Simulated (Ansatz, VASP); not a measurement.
## One calculation of Al3GaIr, two programs

```
CELL_PARAMETERS angstrom
4.51310 0.00000 0.00000
0.00000 4.51310 0.00000
0.00000 0.00000 4.79881
ATOMIC_POSITIONS crystal
Al 0.50000 0.50000 0.50000
Al 0.50000 0.00000 0.00000
Al 0.00000 0.50000 0.00000
Ga 0.00000 0.00000 0.50000
Ir 0.00000 0.00000 0.00000
```

Alike in both runs: task relaxation of cell and atoms; functional PBE; k mesh 4 × 4 × 4; occupations gaussian, width 0.1 eV; no spin polarisation.

|  | VASP | Ansatz |
| --- | --- | --- |
| version | VASP 6.6.1 | Ansatz 0.2.0 |
| potentials or method | VASP PAW PBE potentials, release 64 (Al, Ga_d, Ir), cutoff 600 eV | scalar-relativistic, plane waves, PAW |
| valence electrons in the cell | 31 | 39 |

Ansatz gave:

```
gap on the k mesh at the Fermi level, each at its own relaxed structure (eV) : none
relaxed volume (Å³/atom)                                                     : 21.86
relaxed cell length with the largest relative difference (Å)                 : 4.790
```

Task: Which values does VASP return?

Result: gap on the k mesh at the Fermi level, each at its own relaxed structure (eV): none; relaxed volume (Å³/atom): 21.88; relaxed cell length with the largest relative difference (Å): 4.793.

A gap of «none» marks a metal or a gap that the smearing closes. VASP's potentials hold 31 valence electrons a cell and Ansatz's 39, so a difference there can come from the potentials and not from the codes.

Neither program's run includes spin-orbit coupling.
